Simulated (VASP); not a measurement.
# W (Im-3m) in VASP: notebook

W is run at these levels: PBE, HSE06; tasks: single point.

Everything below comes from runs of VASP 6.6.1. Logs are shortened: lines on timing, memory, paths and dates and some standing lists are left out, and cuts for length are marked.

## Step 1: The cell of the first run

Symmetry: Im-3m, No. 229, cubic system. The conventional cell has a = 3.184 Å, b = 3.184 Å, c = 3.184 Å, α = 90.00°, β = 90.00°, γ = 90.00°. Within 3.6 Å of W (site symmetry m-3m) lie 14 W at 2.76 to 3.18 Å.

## Step 2: Single point, PBE

The input, INCAR:

```
PREC = Accurate ; ENCUT = 520
EDIFF = 1E-6 ; ISMEAR = -1
SIGMA = 0.1 ; LREAL = F
LASPH = T ; NELM = 100
ALGO = Normal ; ISIF = 2
LWAVE = F ; LCHARG = F
GGA = PE ; NBANDS = 13
```

The input, KPOINTS:

```
Automatic mesh
0
Gamma
  7 7 7
```

The input, POSCAR:

```
W
1.0
   -1.5921723370      1.5921723370      1.5921723370
    1.5921723370     -1.5921723370      1.5921723370
    1.5921723370      1.5921723370     -1.5921723370
W
1
Direct
    0.0000000000      0.0000000000      0.0000000000
```

Potentials or basis: VASP PAW PBE potentials, release 64 (W_sv).

The run is started by

```bash
$ cat potpaw_PBE.64/W_sv/POTCAR > POTCAR
$ mpirun -np 1 vasp_std > vasp.out
```

OUTCAR:

```text
PREC = Accurate
   ENCUT = 520
   EDIFF = 1E-6
   ISMEAR = -1
   LREAL = F
   LASPH = T
   NELM = 100
   ISIF = 2
   GGA = PE

 ion  position               nearest neighbor table
   1  0.000  0.000  0.000-

  LATTYP: Found a body centered cubic cell.
 ALAT       =     3.1843446740

  Lattice vectors:

 A1 = (  -1.5921723370,   1.5921723370,   1.5921723370)
 A2 = (   1.5921723370,  -1.5921723370,   1.5921723370)
 A3 = (   1.5921723370,   1.5921723370,  -1.5921723370)

Analysis of symmetry for initial positions (statically):
=====================================================================
 Subroutine PRICEL returns:
 Original cell was already a primitive cell.

 Routine SETGRP: Setting up the symmetry group for a
 body centered cubic supercell.

 Subroutine GETGRP returns: Found 48 space group operations
 (whereof 48 operations were pure point group operations)
 out of a pool of 48 trial point group operations.

The static configuration has the point symmetry O_h .

Analysis of symmetry for dynamics (positions and initial velocities):
=====================================================================
 Subroutine PRICEL returns:
 Original cell was already a primitive cell.

 Routine SETGRP: Setting up the symmetry group for a
 body centered cubic supercell.

 Subroutine GETGRP returns: Found 48 space group operations
 (whereof 48 operations were pure point group operations)
 out of a pool of 48 trial point group operations.

The dynamic configuration has the point symmetry O_h .

 Subroutine INISYM returns: Found 48 space group operations
 (whereof 48 operations are pure point group operations),
 and found     1 'primitive' translations

----------------------------------------------------------------------------------------

                                     Primitive cell

  volume of cell :      16.1447

  direct lattice vectors                    reciprocal lattice vectors
    -1.592172337  1.592172337  1.592172337     0.000000000  0.314036357  0.314036357
     1.592172337 -1.592172337  1.592172337     0.314036357  0.000000000  0.314036357
     1.592172337  1.592172337 -1.592172337     0.314036357  0.314036357  0.000000000

  length of vectors
     2.757723382  2.757723382  2.757723382     0.444114475  0.444114475  0.444114475

  position of ions in fractional coordinates (direct lattice)
     0.000000000  0.000000000  0.000000000

  ion indices of the primitive-cell ions
   primitive index   ion index
                 1           1

----------------------------------------------------------------------------------------

 KPOINTS: Automatic mesh

Automatic generation of k-mesh.
 Grid dimensions read from file:
 generate k-points for:    7    7    7

 Generating k-lattice:

  Cartesian coordinates                     Fractional coordinates (reciprocal lattice)
     0.000000000  0.044862337  0.044862337     0.142857143  0.000000000  0.000000000
     0.044862337  0.000000000  0.044862337     0.000000000  0.142857143  0.000000000
     0.044862337  0.044862337  0.000000000     0.000000000  0.000000000  0.142857143

  Length of vectors
     0.063444925  0.063444925  0.063444925

  Shift w.r.t. Gamma in fractional coordinates (k-lattice)
     0.000000000  0.000000000  0.000000000

 Subroutine IBZKPT returns following result:
 ===========================================

 Found     20 irreducible k-points:

 Following reciprocal coordinates:
            Coordinates               Weight
  0.000000  0.000000  0.000000      1.000000
  0.142857  0.000000  0.000000     12.000000
  0.285714  0.000000  0.000000     12.000000
  0.428571  0.000000  0.000000     12.000000
  0.142857  0.142857  0.000000     24.000000
  0.285714  0.142857  0.000000     48.000000
[... 12 lines left out ...]
 -0.428571 -0.428571  0.285714      8.000000
 -0.428571  0.428571  0.428571      6.000000
   k-points           NKPTS =     20   k-points in BZ     NKDIM =     20   number of bands    NBANDS=     13
   number of dos      NEDOS =    301   number of ions     NIONS =      1
   total plane-waves  NPLWV =  13824
   dimension x,y,z NGX =    24 NGY =   24 NGZ =   24
   dimension x,y,z NGXF=    48 NGYF=   48 NGZF=   48
   ions per type =               1
   NGX,Y,Z   is equivalent  to a cutoff of  14.47, 14.47, 14.47 a.u.
   NGXF,Y,Z  is equivalent  to a cutoff of  28.94, 28.94, 28.94 a.u.
 SYSTEM =  unknown system
   PREC   = accura    normal or accurate (medium, high low for compatibility)
   ISTART =      0    job   : 0-new  1-cont  2-samecut
   ICHARG =      2    charge: 1-file 2-atom 10-const
   ISPIN  =      1    spin polarized calculation?
   LNONCOLLINEAR =      F non collinear calculations
   LSORBIT =      F    spin-orbit coupling
   LASPH  =      T    aspherical Exc in radial PAW
   ENCUT  =  520.0 eV  38.22 Ry    6.18 a.u.   5.13  5.13  5.13*2*pi/ulx,y,z
   NELM   =    100;   NELMIN=  2; NELMDL= -5     # of ELM steps
   EDIFF  = 0.1E-05   stopping-criterion for ELM
   LREAL  =      F    real-space projection
   EDIFFG = 0.1E-04   stopping-criterion for IOM
   NSW    =      0    number of steps for IOM
   IBRION =     -1    ionic relax: 0-MD 1-quasi-New 2-CG
   NFREE  =      0    steps in history (QN), initial steepest desc. (CG)
   ISIF   =      2    stress and relaxation
   ISYM   =      2    0-nonsym 1-usesym 2-fastsym
   POTIM  = 0.5000    time-step for ionic-motion
   TEBEG  =    0.0;   TEEND  =   0.0 temperature during run
   PSTRESS=    0.0 pullay stress
   NELECT =      14.0000    total number of electrons
   NUPDOWN=      -1.0000    fix difference up-down
   EMIN   =  10.00;   EMAX   =-10.00  energy-range for DOS
   EFERMI =   0.00;   METHOD = LEGACY
   ISMEAR =    -1;   SIGMA  =   0.10  broadening in eV -4-tet -1-fermi 0-gaus
   EFERMI_NEDOS =   21; number of points for ismear=-14 and -15
   IALGO  =     38    algorithm
   IMIX   =      4    mixing-type and parameters
     AMIX     =   0.40;   BMIX     =  1.00
     AMIX_MAG =   1.60;   BMIX_MAG =  1.00
  volume/ion in A,a.u.               =      16.14       108.95
  Fermi-wavevector in a.u.,A,eV,Ry     =   1.561136  2.950119 33.159384  2.437146
  Thomas-Fermi vector in A             =   2.664246
   LORBIT       =      0    0 simple, 1 ext, 2 COOP (PROOUT), +10 PAW based schemes
   GGA     = PE    functional components
   LHFCALC =     F    Hartree Fock is set to
   AEXX    =    0.0000 exact exchange contribution
   IVDW    =     0    specifies the selected vdW correction
   LEPSILON=     F    determine dielectric tensor
   LRPA    =     F    only Hartree local field effects (RPA)
 non-spin polarized calculation
  energy-cutoff  :      520.00
  volume of cell :       16.14
 maximum number of plane-waves:       444
 NGX is ok and might be reduce to    24
   NGX = 11   NGY = 11   NGZ = 11

 number of electron      14.0000002 magnetization

 Free energy of the ion-electron system (eV)
  ---------------------------------------------------
  ext. energy  EPLUGINS =         0.00000000
  ---------------------------------------------------
  free energy    TOTEN  =       -12.90384770 eV

  energy without entropy =      -12.87320923  energy(sigma->0) =      -12.88852847

 E-fermi :  11.2229     XC(G=0): -13.5370

 val. band max:       11.1684611010   @ k =  -0.4286  -0.4286   0.2857
 cond. band min:      11.3401734469   @ k =  -0.2857   0.2857   0.1429
 fundamental gap:      0.1717123459
 Fermi energy:        11.2229438445

 k-point     1 :       0.0000    0.0000    0.0000
  band No.  band energies     occupation
      1     -63.0205      2.00000
      2     -26.6101      2.00000
      3     -26.6101      2.00000
      4     -26.6101      2.00000
      5       1.6446      2.00000
      6       9.9828      1.99999
      7       9.9828      1.99999
      8       9.9828      1.99999
      9      13.4011      0.00000
     10      13.4011      0.00000
     11      25.6553      0.00000
     12      25.6553      0.00000
     13      25.6553      0.00000

 k-point     2 :       0.1429    0.0000    0.0000
  band No.  band energies     occupation
      1     -62.9974      2.00000
      2     -26.8532      2.00000
      3     -26.6869      2.00000
      4     -26.6112      2.00000
      5       2.5642      2.00000
      6       9.4550      2.00000
      7       9.7797      2.00000
      8      10.9004      1.92355
      9      12.7956      0.00000
     10      13.4276      0.00000
     11      26.2765      0.00000
     12      27.2391      0.00000
     13      27.5174      0.00000

 k-point     3 :       0.2857    0.0000    0.0000
  band No.  band energies     occupation
      1     -62.9452      2.00000
      2     -27.3730      2.00000
      3     -26.8555      2.00000
      4     -26.6138      2.00000
      5       4.4591      2.00000
      6       8.4601      2.00000
      7       9.3860      2.00000
      8      12.9266      0.00000
      9      13.4307      0.00000
     10      13.6817      0.00000
     11      25.2493      0.00000
     12      26.5454      0.00000
     13      31.3059      0.00000
[... 241 lines left out ...]
 k-point    19 :      -0.4286   -0.4286    0.2857
  band No.  band energies     occupation
      1     -62.8291      2.00000
      2     -27.4848      2.00000
      3     -27.4848      2.00000
      4     -27.1824      2.00000
      5       6.3965      2.00000
      6       6.3965      2.00000
      7      11.1685      1.26587
      8      14.8313      0.00000
      9      14.8313      0.00000
     10      20.4361      0.00000
     11      21.1410      0.00000
     12      21.1410      0.00000
     13      31.5768      0.00000

 k-point    20 :      -0.4286    0.4286    0.4286
  band No.  band energies     occupation
      1     -62.8137      2.00000
      2     -27.4607      2.00000
      3     -27.4182      2.00000
      4     -27.4182      2.00000
      5       5.7459      2.00000
      6       5.8602      2.00000
      7      14.6156      0.00000
      8      14.6156      0.00000
      9      15.7518      0.00000
     10      17.8427      0.00000
     11      21.4199      0.00000
     12      21.4199      0.00000
     13      28.4205      0.00000

------------------------ aborting loop because EDIFF is reached ----------------------------------------

  FORCE on cell =-STRESS in cart. coord.  units (eV):
  Direction    XX          YY          ZZ          XY          YZ          ZX
  --------------------------------------------------------------------------------------
  -------------------------------------------------------------------------------------
  Total        0.1244843      0.1244843      0.1244843      0.0000000     -0.0000000     -0.0000000
  in kB       12.3536381     12.3536381     12.3536381      0.0000000     -0.0000000     -0.0000000
  external PRESSURE =      12.3536381 kB  Pullay stress =       0.0000000 kB

 VOLUME and BASIS-vectors are now :
 -----------------------------------------------------------------------------
  energy-cutoff  :      520.00
  volume of cell :       16.14
      direct lattice vectors                 reciprocal lattice vectors
    -1.592172337  1.592172337  1.592172337     0.000000000  0.314036357  0.314036357
     1.592172337 -1.592172337  1.592172337     0.314036357  0.000000000  0.314036357
     1.592172337  1.592172337 -1.592172337     0.314036357  0.314036357  0.000000000

 POSITION                                       TOTAL-FORCE (eV/Angst)
 -----------------------------------------------------------------------------------
      0.00000      0.00000      0.00000        -0.000000     -0.000000      0.000000
 -----------------------------------------------------------------------------------
    total drift:                                0.000000      0.000000     -0.000000

  FREE ENERGIE OF THE ION-ELECTRON SYSTEM (eV)
  ---------------------------------------------------
  free  energy   TOTEN  =       -12.9038477041 eV

  energy  without entropy=      -12.8732092262  energy(sigma->0) =      -12.88852847
```

It took 6 s on 1 thread of Intel Xeon Platinum 8488C (Sapphire Rapids), shared host; peak memory 0.14 GiB.

What came out:

```yaml
Free_energy: -12.9038 eV
Pressure: 1.2 GPa
Band_gap_on_the_k_mesh: zero (bands 7 and 8 overlap by 4.63 eV)
```

Caveat: the k points lie up to 0.40 Å⁻¹ apart, too coarse for converged energies and pressures of a metal; spin-orbit coupling is left out, which moves the levels of the heavy elements.

## Step 3: Single point, HSE06

POSCAR is that of step 2.

The input, INCAR.step1:

```
PREC     = Accurate       # precision mode
ENCUT    = 520            # plane-wave cutoff, eV
EDIFF    = 1E-5           # SCF threshold, eV
ISMEAR   = -1             # smearing method
SIGMA    = 0.1            # smearing width, eV
LREAL    = False          # projectors in reciprocal space
LASPH    = True           # aspherical terms in the spheres
NELM     = 80             # most SCF steps
ALGO     = Normal         # electronic algorithm
ISIF     = 2              # what is computed and relaxed
LWAVE    = True           # write WAVECAR
LCHARG   = False          # write CHGCAR
NBANDS   = 13             # bands
GGA      = PE             # functional
```

The input, INCAR.step2:

```
PREC     = Accurate       # precision mode
ENCUT    = 520            # plane-wave cutoff, eV
EDIFF    = 1E-6           # SCF threshold, eV
ISMEAR   = -1             # smearing method
SIGMA    = 0.1            # smearing width, eV
LREAL    = False          # projectors in reciprocal space
LASPH    = True           # aspherical terms in the spheres
NELM     = 80             # most SCF steps
ALGO     = Normal         # electronic algorithm
ISIF     = 2              # what is computed and relaxed
LWAVE    = False          # write WAVECAR
LCHARG   = False          # write CHGCAR
GGA      = PE             # functional
LHFCALC  = True           # exact exchange
HFSCREEN = 0.2079         # screening, 1/A
PRECFOCK = Normal       
NBANDS   = 13             # bands
ISTART   = 1
```

The input, KPOINTS:

```
regular mesh
0
Gamma
  7 7 7
```

Potentials or basis: VASP PAW PBE potentials, release 64 (W_sv).

The run is started by

```bash
$ cat potpaw_PBE.64/W_sv/POTCAR > POTCAR
$ cp INCAR.step1 INCAR
$ mpirun -np 1 vasp_std > vasp.out
$ cp INCAR.step2 INCAR
$ mpirun -np 1 vasp_std > vasp.out
```

Wall time 19 min (1 thread of Intel Xeon Platinum 8488C (Sapphire Rapids), shared host); peak memory 0.25 GiB.

It converged, with:

```
Free energy            : -14.9620 eV
Pressure               : -5.6 GPa
Band gap on the k mesh : zero (bands 7 and 8 overlap by 5.35 eV)
```

Levels at points of the mesh, in eV from the Fermi level:
```csv
k point,band 5,band 6,band 7,band 8,band 9,band 10
"(0.00, 0.00, 0.00)",-10.90,-1.57,-1.57,-1.57,2.93,2.93
```

Caveat: the k points lie up to 0.40 Å⁻¹ apart, too coarse for converged energies and pressures of a metal; the PAW data sets were made with another functional, which shifts forces and pressure a little; spin-orbit coupling is left out, which moves the levels of the heavy elements.

The gap in the log of VASP goes by the Fermi energy; the results here count the filled bands.